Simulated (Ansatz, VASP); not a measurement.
**One calculation of SiO2, two programs**

INCAR

```
  PREC = Accurate
  ENCUT = 520
  EDIFF = 1E-6
  ISMEAR = 0
  SIGMA = 0.1
  LREAL = False
  LASPH = True
  NELM = 60
  ALGO = Normal
  ISIF = 2
  LWAVE = False
  LCHARG = False
  LDIPOL = True
  IDIPOL = 3
  DIPOL = 0.5 0.5 0.500
  GGA = PE
  IVDW = 12
  NBANDS = 25
```

The input KPOINTS:

```
Automatic mesh
0
Gamma
  4 4 1
```

File POSCAR:

```
SiO2
1.0
    3.7925757000      0.0000000000      0.0000000000
    0.0000000000      3.7925757000      0.0000000000
    0.0000000000      0.0000000000     18.0000000000
Si O
2 4
Direct
    0.0000000000      0.0000000000      0.4141480900
    0.5000000000      0.5000000000      0.5858519100
    0.0000000000      0.5000000000      0.4154166700
    0.5000000000      0.0000000000      0.4154166700
    0.5000000000      0.0000000000      0.5845833300
    0.0000000000      0.5000000000      0.5845833300
```

Input for Ansatz:

```yaml
crystal:
  lattice:
    - [3.7925757, 0.0, 0.0]
    - [0.0, 3.7925757, 0.0]
    - [0.0, 0.0, 18.0]
  atoms:
    - { symbol: Si, position: [0.0, 0.0, 0.41414809] }
    - { symbol: Si, position: [0.5, 0.5, 0.58585191] }
    - { symbol: O, position: [0.0, 0.5, 0.41541667] }
    - { symbol: O, position: [0.5, 0.0, 0.41541667] }
    - { symbol: O, position: [0.5, 0.0, 0.58458333] }
    - { symbol: O, position: [0.0, 0.5, 0.58458333] }
  periodic: [true, true, false]
basis:
  ecutwfc: 420
kpoints:
  mp_grid: { grid: [4, 4, 1] }
hamiltonian:
  xc: pbe
  dispersion: d3bj
scf:
  occupations: { method: gaussian, width: 0.1 }
  lower_state_search: "off"
output:
  forces: true
  stress: true
  eigenvalues: true
```

Alike in both runs: task single point; functional PBE; dispersion D3(BJ); k mesh 4 × 4 × 1; occupations gaussian, width 0.1 eV; no spin polarisation.

|  | VASP | Ansatz |
| --- | --- | --- |
| version | VASP 6.6.1 | Ansatz 0.2.0 |
| potentials or method | VASP PAW PBE potentials, release 64 (Si, O), cutoff 520 eV | scalar-relativistic, plane waves, PAW |
| valence electrons in the cell | 32 | 32 |

Ansatz gave:

| Item | Value |
| --- | --- |
| gap on the k mesh at the Fermi level (eV) | none |
| rms of the force components (eV/Å) | 0.171 |

Problem. Estimate VASP's values.

Solution. gap on the k mesh at the Fermi level (eV): none; rms of the force components (eV/Å): 0.170.

Atom by atom the forces differ by 0.001 eV/Å (rms over components). A gap of «none» marks a metal or a gap that the smearing closes. Ansatz's warnings: slab cell height set.

The k mesh is coarse, so the values compare programs but aren't converged.
